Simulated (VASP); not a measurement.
# Al8O (a cell with a defect) in VASP: single point with PBE+D3(BJ)

Aim: the single point of Al8O (a cell with a defect) with PBE+D3(BJ).

Program: VASP 6.6.1. These are calculated values, not measurements. Logs are shortened: lines on timing, memory, paths and dates and some standing lists are left out, and cuts for length are marked.

### Step 1. The cell of the first run

The cell holds a defect, 9 atoms: a = 5.451 Å, b = 5.451 Å, c = 5.607 Å, α = 104.90°, β = 104.90°, γ = 118.10°.

### Step 2. Single point, PBE+D3(BJ)

File INCAR:

```
SYSTEM = Al8O
PREC     = Accurate       ! precision mode
ENCUT    = 520            ! plane-wave cutoff, eV
EDIFF    = 1E-6           ! SCF threshold, eV
ISMEAR   = 0              ! smearing method
SIGMA    = 0.15           ! smearing width, eV
LREAL    = .FALSE.        ! projectors in reciprocal space
LASPH    = .TRUE.         ! aspherical terms in the spheres
NELM     = 60             ! most SCF steps
ALGO     = Normal         ! electronic algorithm
ISIF     = 2              ! what is computed and relaxed
LWAVE    = .FALSE.        ! write WAVECAR
LCHARG   = .FALSE.        ! write CHGCAR
GGA      = PE             ! functional
IVDW     = 12             ! dispersion correction
NBANDS   = 25             ! bands
```

File KPOINTS:

```
regular mesh
0
G
  8 8 8
  0 0 0
```

File POSCAR:

```
Al8O
1.0
   -1.4017850509      2.4279629295     -4.6750895444
   -1.4017850509      2.4279629295      4.6750895444
    5.6071402037     -0.0000000001      0.0000000000
Al O
8 1
Direct
    0.7916666667      0.5416666667      0.3333333333
    0.2916666667      0.0416666667      0.3333333333
    0.7916666667      0.5416666667      0.8333333333
    0.2916666667      0.0416666667      0.8333333333
    0.2083333333      0.4583333333      0.1666666667
    0.7083333333      0.9583333333      0.1666666667
    0.2083333333      0.4583333333      0.6666666667
    0.7083333333      0.9583333333      0.6666666667
    0.7499650415      0.2499650415      0.9999300830
```

Potentials or basis: VASP PAW PBE potentials, release 64 (Al, O).

Run with:

```console
$ cat potpaw_PBE.64/Al/POTCAR potpaw_PBE.64/O/POTCAR > POTCAR
$ mpirun -np 1 vasp_std > vasp.out
```

OUTCAR:

```text
SYSTEM = Al8O
   PREC = Accurate
   ENCUT = 520
   EDIFF = 1E-6
   ISMEAR = 0
   LREAL = .FALSE.
   LASPH = .TRUE.
   NELM = 60
   ISIF = 2
   GGA = PE
   IVDW = 12
 IVDW          = 12

 ion  position               nearest neighbor table
   1  0.792  0.542  0.333-   9 2.00   4 2.80   4 2.80   2 2.80   2 2.80   3 2.80   3 2.80   5 2.84
                             6 2.84   6 2.84   5 2.84   7 2.84   8 2.84
   2  0.292  0.042  0.333-   3 2.80   3 2.80   1 2.80   1 2.80   4 2.80   4 2.80   6 2.84   5 2.84
                             5 2.84   6 2.84   8 2.84   7 2.84
   3  0.792  0.542  0.833-   9 2.00   2 2.80   2 2.80   4 2.80   4 2.80   1 2.80   1 2.80   7 2.84
                             8 2.84   8 2.84   7 2.84   5 2.84   6 2.84
   4  0.292  0.042  0.833-   9 2.00   1 2.80   1 2.80   3 2.80   3 2.80   2 2.80   2 2.80   7 2.84
                             8 2.84   7 2.84   8 2.84   5 2.84   6 2.84
   5  0.208  0.458  0.167-   9 2.00   8 2.80   8 2.80   6 2.80   6 2.80   7 2.80   7 2.80   2 2.84
                             1 2.84   2 2.84   1 2.84   4 2.84   3 2.84
   6  0.708  0.958  0.167-   9 2.00   7 2.80   7 2.80   5 2.80   5 2.80   8 2.80   8 2.80   2 2.84
                             1 2.84   1 2.84   2 2.84   4 2.84   3 2.84
   7  0.208  0.458  0.667-   6 2.80   6 2.80   8 2.80   8 2.80   5 2.80   5 2.80   3 2.84   4 2.84
                             3 2.84   4 2.84   1 2.84   2 2.84
   8  0.708  0.958  0.667-   9 2.00   5 2.80   5 2.80   7 2.80   7 2.80   6 2.80   6 2.80   4 2.84
                             3 2.84   3 2.84   4 2.84   2 2.84   1 2.84
   9  0.750  0.250  1.000-   8 2.00   4 2.00   3 2.00   5 2.00   6 2.00   1 2.00

  LATTYP: Found a face centered orthorhombic cell.
 ALAT       =     5.6071402037
 B/A-ratio  =     1.6675486521
 C/A-ratio  =     1.7320508076

  Lattice vectors:

 A1 = (   4.2053551528,   2.4279629294,   4.6750895444)
 A2 = (   2.8035701019,   4.8559258589,   0.0000000000)
 A3 = (  -1.4017850509,   2.4279629295,   4.6750895444)

Analysis of symmetry for initial positions (statically):
=====================================================================
 Subroutine PRICEL returns:
 Original cell was already a primitive cell.

 Routine SETGRP: Setting up the symmetry group for a
 face centered orthorhombic supercell.

 Subroutine GETGRP returns: Found  2 space group operations
 (whereof  2 operations were pure point group operations)
 out of a pool of  8 trial point group operations.

The static configuration has the point symmetry C_1h.

Analysis of symmetry for dynamics (positions and initial velocities):
=====================================================================
 Subroutine PRICEL returns:
 Original cell was already a primitive cell.

 Routine SETGRP: Setting up the symmetry group for a
 face centered orthorhombic supercell.

[... 133 lines left out ...]
   ISMEAR =     0;   SIGMA  =   0.15  broadening in eV -4-tet -1-fermi 0-gaus
   EFERMI_NEDOS =   21; number of points for ismear=-14 and -15
   IALGO  =     38    algorithm
   IMIX   =      4    mixing-type and parameters
     AMIX     =   0.40;   BMIX     =  1.00
     AMIX_MAG =   1.60;   BMIX_MAG =  1.00
  volume/ion in A,a.u.               =      14.14        95.45
  Fermi-wavevector in a.u.,A,eV,Ry     =   1.011224  1.910937 13.912969  1.022574
  Thomas-Fermi vector in A             =   2.144261
   LORBIT       =      0    0 simple, 1 ext, 2 COOP (PROOUT), +10 PAW based schemes
   GGA     = PE    functional components
   LHFCALC =     F    Hartree Fock is set to
   AEXX    =    0.0000 exact exchange contribution
   IVDW    =    12    specifies the selected vdW correction
   LEPSILON=     F    determine dielectric tensor
   LRPA    =     F    only Hartree local field effects (RPA)
 non-spin polarized calculation
 Gauss-broadening in eV      SIGMA  =   0.15
  energy-cutoff  :      520.00
  volume of cell :      127.29
 maximum number of plane-waves:      3452
 NGX is ok and might be reduce to    42
   NGX = 21   NGY = 21   NGZ = 21

 number of electron      30.0000002 magnetization

 Free energy of the ion-electron system (eV)
  ---------------------------------------------------
  ext. energy  EPLUGINS =         0.00000000
  ---------------------------------------------------
  free energy    TOTEN  =       -36.31433813 eV

  energy without entropy =      -36.27466292  energy(sigma->0) =      -36.29450053

 E-fermi :   9.0831     XC(G=0): -10.6059

 val. band max:        9.0791273519   @ k =  -0.3750   0.2500  -0.2500
 cond. band min:       9.0869186162   @ k =   0.1250   0.1250   0.3750
 fundamental gap:      0.0077912643
 Fermi energy:         9.0831162371

 k-point     1 :       0.0000    0.0000    0.0000
  band No.  band energies     occupation
      1     -13.6035      2.00000
      2      -1.7080      2.00000
      3      -0.4672      2.00000
      4      -0.4594      2.00000
      5      -0.3403      2.00000
      6       3.7782      2.00000
[... 661 lines left out ...]
     24      13.7925      0.00000
     25      14.4655      0.00000

 [... further k-points ...]

------------------------ aborting loop because EDIFF is reached ----------------------------------------

 Edisp (eV)   -3.02726

 E8    (eV) :    -1.3300

  FORCE on cell =-STRESS in cart. coord.  units (eV):
  Direction    XX          YY          ZZ          XY          YZ          ZX
  --------------------------------------------------------------------------------------
  -------------------------------------------------------------------------------------
  Total       5.14498     5.77134     2.65305    -0.54245    -0.02944    -0.05099
  in kB      64.75761    72.64138    33.39279    -6.82755    -0.37050    -0.64173
  external pressure =       56.93 kB  Pullay stress =        0.00 kB

 VOLUME and BASIS-vectors are now :
 -----------------------------------------------------------------------------
  energy-cutoff  :      520.00
  volume of cell :      127.29
      direct lattice vectors                 reciprocal lattice vectors
    -1.401785051  2.427962930 -4.675089544     0.000000000  0.205933951 -0.106949823
    -1.401785051  2.427962930  4.675089544     0.000000000  0.205933951  0.106949823
     5.607140204 -0.000000000  0.000000000     0.178344033  0.102966976  0.000000000

 POSITION                                       TOTAL-FORCE (eV/Angst)
 -----------------------------------------------------------------------------------
     -0.00000      3.23728     -1.16877         0.917965      0.529988      0.720624
      1.40179      0.80932     -1.16877        -0.055795     -0.032213      0.000915
      2.80357      3.23728     -1.16877        -0.926552      0.582209      0.840846
      4.20536      0.80932     -1.16877         0.040932     -1.093522      0.840846
      0.00000      1.61864      1.16877        -0.040459      1.093157     -0.840262
     -1.40179      4.04660      1.16877         0.926472     -0.581617     -0.840262
      2.80357      1.61864      1.16877         0.055159      0.031846     -0.001018
      1.40179      4.04660      1.16877        -0.918505     -0.530299     -0.721668
      4.20506      2.42779     -2.33754         0.000782      0.000451     -0.000021
 -----------------------------------------------------------------------------------
    total drift:                                0.000002      0.000001     -0.000001

  FREE ENERGIE OF THE ION-ELECTRON SYSTEM (eV)
  ---------------------------------------------------
  free  energy   TOTEN  =       -39.3416028226 eV

  energy  without entropy=      -39.3019276148  energy(sigma->0) =      -39.32176522
```

OSZICAR:

```text
N       E                     dE             d eps       ncg     rms          rms(c)
DAV:   1     0.703121945788E+02    0.70312E+02   -0.11695E+04  7500   0.100E+03
DAV:   2    -0.298821243536E+02   -0.10019E+03   -0.93094E+02  9330   0.162E+02
DAV:   3    -0.376509023470E+02   -0.77688E+01   -0.76655E+01  9734   0.433E+01
DAV:   4    -0.377289964044E+02   -0.78094E-01   -0.78015E-01  8707   0.507E+00
DAV:   5    -0.377298920195E+02   -0.89562E-03   -0.89556E-03  9757   0.576E-01    0.808E+00
DAV:   6    -0.364688165463E+02    0.12611E+01   -0.64027E+00  8743   0.171E+01    0.342E+00
DAV:   7    -0.363598391524E+02    0.10898E+00   -0.53000E-01  8509   0.550E+00    0.195E+00
DAV:   8    -0.363337605810E+02    0.26079E-01   -0.33244E-01  9043   0.333E+00    0.874E-01
DAV:   9    -0.363147651767E+02    0.18995E-01   -0.11028E-01 10431   0.269E+00    0.345E-01
DAV:  10    -0.363144563989E+02    0.30878E-03   -0.20331E-02  8224   0.916E-01    0.209E-01
DAV:  11    -0.363144481448E+02    0.82541E-05   -0.73648E-03  8595   0.512E-01    0.923E-02
DAV:  12    -0.363143397670E+02    0.10838E-03   -0.43604E-04  9125   0.162E-01    0.389E-02
DAV:  13    -0.363143429681E+02   -0.32011E-05   -0.99590E-05  8343   0.529E-02    0.177E-02
DAV:  14    -0.363143378338E+02    0.51342E-05   -0.20581E-05  9876   0.310E-02    0.261E-03
DAV:  15    -0.363143381294E+02   -0.29559E-06   -0.29189E-06  7037   0.104E-02
   1 F= -.39341603E+02 E0= -.39321765E+02  d E =-.396752E-01
```

Run time: 9.1 min. Hardware: 1 thread of Intel Xeon Platinum 8259CL at 2.50GHz (Skylake/Cascade Lake), shared host; peak memory 0.51 GiB.

Results:

```
Free energy                : -39.3416 eV
Pressure                   : 5.7 GPa
Largest force              : 1.380 eV/Å
Band gap on the k mesh     : zero (bands 15 and 16 overlap by 2.60 eV)
Dispersion energy per atom : -0.336 eV
```

Forces in eV/Å, atoms in the order of the input:
```
Al   0.918  0.530  0.721
Al  -0.056 -0.032  0.001
Al  -0.927  0.582  0.841
Al   0.041 -1.094  0.841
Al  -0.040  1.093 -0.840
Al   0.926 -0.582 -0.840
Al   0.055  0.032 -0.001
Al  -0.919 -0.530 -0.722
O    0.001  0.000  0.000
```
